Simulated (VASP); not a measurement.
# GaN (P6_3/mmc) in VASP: further runs

GaN is run at these levels: PBE; tasks: single point, relaxation of cell and atoms.

All numbers are computed with VASP 6.6.1; they aren't measurements. Logs are shortened: lines on timing, memory, paths and dates and some standing lists are left out, and cuts for length are marked.

## Step 1: The cell of the first run

The structure is hexagonal, space group P6_3/mmc (No. 194). The conventional cell has a = 3.324 Å, b = 3.324 Å, c = 4.888 Å, α = 90.00°, β = 90.00°, γ = 120.00°. Ga (site symmetry -6m2) has 5 N at 1.92 to 2.44 Å within 2.5 Å. Within 2.5 Å of N (site symmetry -6m2) lie 5 Ga at 1.92 to 2.44 Å.

## Step 2: Single point, PBE

Input file INCAR:

```
  PREC = Accurate
  ENCUT = 520
  EDIFF = 1E-7
  ISMEAR = 0
  SIGMA = 0.02
  LREAL = False
  LASPH = True
  NELM = 100
  ALGO = Normal
  ISIF = 2
  LWAVE = False
  LCHARG = False
  GGA = PE
  NBANDS = 26
```

Input file KPOINTS:

```
regular mesh
0
Gamma
  12 12 6
```

Input file POSCAR:

```
GaN
1.0
    3.3241614592      0.0000000000      0.0000000000
   -1.6620807296      2.8788082700      0.0000000000
    0.0000000000      0.0000000000      4.8882221463
Ga N
2 2
Direct
    0.3333333333      0.6666666667      0.2500000000
    0.6666666667      0.3333333333      0.7500000000
    0.3333333333      0.6666666667      0.7500000000
    0.6666666667      0.3333333333      0.2500000000
```

Potentials or basis: VASP PAW PBE potentials, release 64 (Ga_d, N).

Command:

```
$ cat potpaw_PBE.64/Ga_d/POTCAR potpaw_PBE.64/N/POTCAR > POTCAR
$ mpirun -np 1 vasp_std > vasp.out
```

OUTCAR:

```text
PREC = Accurate
   ENCUT = 520
   EDIFF = 1E-7
   ISMEAR = 0
   LREAL = False
   LASPH = True
   NELM = 100
   ISIF = 2
   GGA = PE

 ion  position               nearest neighbor table
   1  0.333  0.667  0.250-   4 1.92   4 1.92   4 1.92
   2  0.667  0.333  0.750-   3 1.92   3 1.92   3 1.92
   3  0.333  0.667  0.750-   2 1.92   2 1.92   2 1.92
   4  0.667  0.333  0.250-   1 1.92   1 1.92   1 1.92

  LATTYP: Found a hexagonal cell.
 ALAT       =     3.3241614592
 C/A-ratio  =     1.4705128515

  Lattice vectors:

 A1 = (   3.3241614592,   0.0000000000,   0.0000000000)
 A2 = (  -1.6620807296,   2.8788082700,   0.0000000000)
 A3 = (   0.0000000000,   0.0000000000,   4.8882221463)

Analysis of symmetry for initial positions (statically):
=====================================================================
 Subroutine PRICEL returns:
 Original cell was already a primitive cell.

 Routine SETGRP: Setting up the symmetry group for a
 hexagonal supercell.

 Subroutine GETGRP returns: Found 24 space group operations
 (whereof 12 operations were pure point group operations)
 out of a pool of 24 trial point group operations.

The static configuration has the point symmetry D_3d.
 The point group associated with its full space group is D_6h.

Analysis of symmetry for dynamics (positions and initial velocities):
=====================================================================
 Subroutine PRICEL returns:
 Original cell was already a primitive cell.

 Routine SETGRP: Setting up the symmetry group for a
 hexagonal supercell.

 Subroutine GETGRP returns: Found 24 space group operations
 (whereof 12 operations were pure point group operations)
 out of a pool of 24 trial point group operations.

The dynamic configuration has the point symmetry D_3d.
 The point group associated with its full space group is D_6h.

 Subroutine INISYM returns: Found 24 space group operations
 (whereof 12 operations are pure point group operations),
 and found     1 'primitive' translations

----------------------------------------------------------------------------------------

                                     Primitive cell

  volume of cell :      46.7784

  direct lattice vectors                    reciprocal lattice vectors
     3.324161459  0.000000000  0.000000000     0.300827746  0.173682980  0.000000000
    -1.662080730  2.878808270  0.000000000     0.000000000  0.347365961  0.000000000
     0.000000000  0.000000000  4.888222146     0.000000000  0.000000000  0.204573354

  length of vectors
     3.324161459  3.324161459  4.888222146     0.347365961  0.347365961  0.204573354

  position of ions in fractional coordinates (direct lattice)
     0.333333333  0.666666667  0.250000000
     0.666666667  0.333333333  0.750000000
     0.333333333  0.666666667  0.750000000
     0.666666667  0.333333333  0.250000000

  ion indices of the primitive-cell ions
   primitive index   ion index
                 1           1
                 2           2
                 3           3
                 4           4

----------------------------------------------------------------------------------------

 KPOINTS: regular mesh

Automatic generation of k-mesh.
 Grid dimensions read from file:
 generate k-points for:   12   12    6

 Generating k-lattice:

  Cartesian coordinates                     Fractional coordinates (reciprocal lattice)
     0.025068979  0.014473582  0.000000000     0.083333333  0.000000000  0.000000000
     0.000000000  0.028947163  0.000000000     0.000000000  0.083333333  0.000000000
     0.000000000  0.000000000  0.034095559     0.000000000  0.000000000  0.166666667

  Length of vectors
     0.028947163  0.028947163  0.034095559

  Shift w.r.t. Gamma in fractional coordinates (k-lattice)
     0.000000000  0.000000000  0.000000000

 Subroutine IBZKPT returns following result:
 ===========================================

 Found     76 irreducible k-points:

 Following reciprocal coordinates:
            Coordinates               Weight
  0.000000  0.000000  0.000000      1.000000
  0.083333  0.000000  0.000000      6.000000
  0.166667  0.000000  0.000000      6.000000
  0.250000  0.000000  0.000000      6.000000
  0.333333  0.000000  0.000000      6.000000
  0.416667  0.000000  0.000000      6.000000
[... 16 lines left out ...]
  0.250000  0.000000  0.166667     12.000000
  0.333333  0.000000  0.166667     12.000000
 [... further k-points ...]
   k-points           NKPTS =     76   k-points in BZ     NKDIM =     76   number of bands    NBANDS=     26
   number of dos      NEDOS =    301   number of ions     NIONS =      4
   total plane-waves  NPLWV =  28224
   dimension x,y,z NGX =    28 NGY =   28 NGZ =   36
   dimension x,y,z NGXF=    56 NGYF=   56 NGZF=   72
   ions per type =               2   2
   NGX,Y,Z   is equivalent  to a cutoff of  14.00, 14.00, 12.24 a.u.
   NGXF,Y,Z  is equivalent  to a cutoff of  28.01, 28.01, 24.49 a.u.
 SYSTEM =  unknown system
   PREC   = accura    normal or accurate (medium, high low for compatibility)
   ISTART =      0    job   : 0-new  1-cont  2-samecut
   ICHARG =      2    charge: 1-file 2-atom 10-const
   ISPIN  =      1    spin polarized calculation?
   LNONCOLLINEAR =      F non collinear calculations
   LSORBIT =      F    spin-orbit coupling
   LASPH  =      T    aspherical Exc in radial PAW
   ENCUT  =  520.0 eV  38.22 Ry    6.18 a.u.   6.18  6.18  9.09*2*pi/ulx,y,z
   NELM   =    100;   NELMIN=  2; NELMDL= -5     # of ELM steps
   EDIFF  = 0.1E-06   stopping-criterion for ELM
   LREAL  =      F    real-space projection
   EDIFFG = 0.1E-05   stopping-criterion for IOM
   NSW    =      0    number of steps for IOM
   IBRION =     -1    ionic relax: 0-MD 1-quasi-New 2-CG
   NFREE  =      0    steps in history (QN), initial steepest desc. (CG)
   ISIF   =      2    stress and relaxation
   ISYM   =      2    0-nonsym 1-usesym 2-fastsym
   POTIM  = 0.5000    time-step for ionic-motion
   TEBEG  =    0.0;   TEEND  =   0.0 temperature during run
   PSTRESS=    0.0 pullay stress
   NELECT =      36.0000    total number of electrons
   NUPDOWN=      -1.0000    fix difference up-down
   EMIN   =  10.00;   EMAX   =-10.00  energy-range for DOS
   EFERMI =   0.00;   METHOD = LEGACY
   ISMEAR =     0;   SIGMA  =   0.02  broadening in eV -4-tet -1-fermi 0-gaus
   EFERMI_NEDOS =   21; number of points for ismear=-14 and -15
   IALGO  =     38    algorithm
   IMIX   =      4    mixing-type and parameters
     AMIX     =   0.40;   BMIX     =  1.00
     AMIX_MAG =   1.60;   BMIX_MAG =  1.00
  volume/ion in A,a.u.               =      11.69        78.92
  Fermi-wavevector in a.u.,A,eV,Ry     =   1.500239  2.835040 30.622858  2.250717
  Thomas-Fermi vector in A             =   2.611765
   LORBIT       =      0    0 simple, 1 ext, 2 COOP (PROOUT), +10 PAW based schemes
   GGA     = PE    functional components
   LHFCALC =     F    Hartree Fock is set to
   AEXX    =    0.0000 exact exchange contribution
   IVDW    =     0    specifies the selected vdW correction
   LEPSILON=     F    determine dielectric tensor
   LRPA    =     F    only Hartree local field effects (RPA)
 non-spin polarized calculation
 Gauss-broadening in eV      SIGMA  =   0.02
  energy-cutoff  :      520.00
  volume of cell :       46.78
 maximum number of plane-waves:      1272
 NGX is ok and might be reduce to    28
   NGX = 13   NGY = 13   NGZ = 19

 number of electron      36.0000011 magnetization

 Free energy of the ion-electron system (eV)
  ---------------------------------------------------
  ext. energy  EPLUGINS =         0.00000000
  ---------------------------------------------------
  free energy    TOTEN  =       -23.39060351 eV

  energy without entropy =      -23.39060351  energy(sigma->0) =      -23.39060351

 E-fermi :   5.8255     XC(G=0): -11.5720

 val. band max:        5.7073253970   @ k =   0.0000   0.0000   0.0000
 cond. band min:       6.8605600104   @ k =   0.0000   0.0000   0.0000
 fundamental gap:      1.1532346134
 Fermi energy:         5.8255328596

 k-point     1 :       0.0000    0.0000    0.0000
  band No.  band energies     occupation
      1     -10.7523      2.00000
      2      -9.9917      2.00000
      3      -8.4971      2.00000
      4      -8.4971      2.00000
      5      -8.4894      2.00000
      6      -8.4894      2.00000
[... 18 lines left out ...]
     25      15.7990      0.00000
     26      17.4804      0.00000

 k-point     2 :       0.0833    0.0000    0.0000
  band No.  band energies     occupation
      1     -10.6865      2.00000
      2      -9.9672      2.00000
      3      -8.5013      2.00000
      4      -8.4835      2.00000
      5      -8.4818      2.00000
      6      -8.4748      2.00000
[... 18 lines left out ...]
     25      16.0363      0.00000
     26      16.9042      0.00000

 k-point     3 :       0.1667    0.0000    0.0000
  band No.  band energies     occupation
      1     -10.5061      2.00000
      2      -9.9043      2.00000
      3      -8.5005      2.00000
      4      -8.4620      2.00000
      5      -8.4405      2.00000
      6      -8.4336      2.00000
[... 18 lines left out ...]
     25      15.8661      0.00000
     26      16.6951      0.00000

 k-point     4 :       0.2500    0.0000    0.0000
  band No.  band energies     occupation
      1     -10.2644      2.00000
      2      -9.8291      2.00000
      3      -8.4795      2.00000
      4      -8.4170      2.00000
      5      -8.3850      2.00000
      6      -8.3824      2.00000
[... 18 lines left out ...]
     25      16.2395      0.00000
     26      17.6608      0.00000
[... 496 lines left out ...]
      1     -10.4310      2.00000
      2      -9.9083      2.00000
      3      -8.5025      2.00000
      4      -8.4686      2.00000
      5      -8.4498      2.00000
      6      -8.4395      2.00000
[... 18 lines left out ...]
     25      15.3756      0.00000
     26      16.3737      0.00000

 k-point    23 :       0.2500    0.0000    0.1667
  band No.  band energies     occupation
      1     -10.2001      2.00000
      2      -9.8249      2.00000
      3      -8.4821      2.00000
      4      -8.4301      2.00000
      5      -8.4003      2.00000
      6      -8.3827      2.00000
[... 18 lines left out ...]
     25      16.1501      0.00000
     26      17.1928      0.00000

 k-point    24 :       0.3333    0.0000    0.1667
  band No.  band energies     occupation
      1      -9.9908      2.00000
      2      -9.7571      2.00000
      3      -8.4590      2.00000
      4      -8.4089      2.00000
      5      -8.3752      2.00000
      6      -8.3636      2.00000
[... 18 lines left out ...]
     25      17.2345      0.00000
     26      17.7694      0.00000

 [... further k-points ...]

------------------------ aborting loop because EDIFF is reached ----------------------------------------

  FORCE on cell =-STRESS in cart. coord.  units (eV):
  Direction    XX          YY          ZZ          XY          YZ          ZX
  --------------------------------------------------------------------------------------
  -------------------------------------------------------------------------------------
  Total        0.0098216      0.0098216      0.0296743      0.0000000     -0.0000000      0.0000000
  in kB        0.3363947      0.3363947      1.0163563      0.0000000     -0.0000000      0.0000000
  external PRESSURE =       0.5630486 kB  Pullay stress =       0.0000000 kB

 VOLUME and BASIS-vectors are now :
 -----------------------------------------------------------------------------
  energy-cutoff  :      520.00
  volume of cell :       46.78
      direct lattice vectors                 reciprocal lattice vectors
     3.324161459  0.000000000  0.000000000     0.300827746  0.173682980  0.000000000
    -1.662080730  2.878808270  0.000000000     0.000000000  0.347365961  0.000000000
     0.000000000  0.000000000  4.888222146     0.000000000  0.000000000  0.204573354

 POSITION                                       TOTAL-FORCE (eV/Angst)
 -----------------------------------------------------------------------------------
     -0.00000      1.91921      1.22206        -0.000000     -0.000000     -0.000000
      1.66208      0.95960      3.66617         0.000000      0.000000      0.000000
     -0.00000      1.91921      3.66617         0.000000     -0.000000     -0.000000
      1.66208      0.95960      1.22206        -0.000000      0.000000      0.000000
 -----------------------------------------------------------------------------------
    total drift:                                0.000000     -0.000000     -0.000000

  FREE ENERGIE OF THE ION-ELECTRON SYSTEM (eV)
  ---------------------------------------------------
  free  energy   TOTEN  =       -23.3906035115 eV

  energy  without entropy=      -23.3906035115  energy(sigma->0) =      -23.39060351
```

Run time: 89 s. Hardware: 1 thread of Intel Xeon Platinum 8259CL at 2.50GHz (Skylake/Cascade Lake), shared host; peak memory 0.22 GiB.

Results:

```
Free energy            : -23.3906 eV
Pressure               : 0.1 GPa
Band gap on the k mesh : 1.15 eV, direct
```

[end of part 1 of 2]
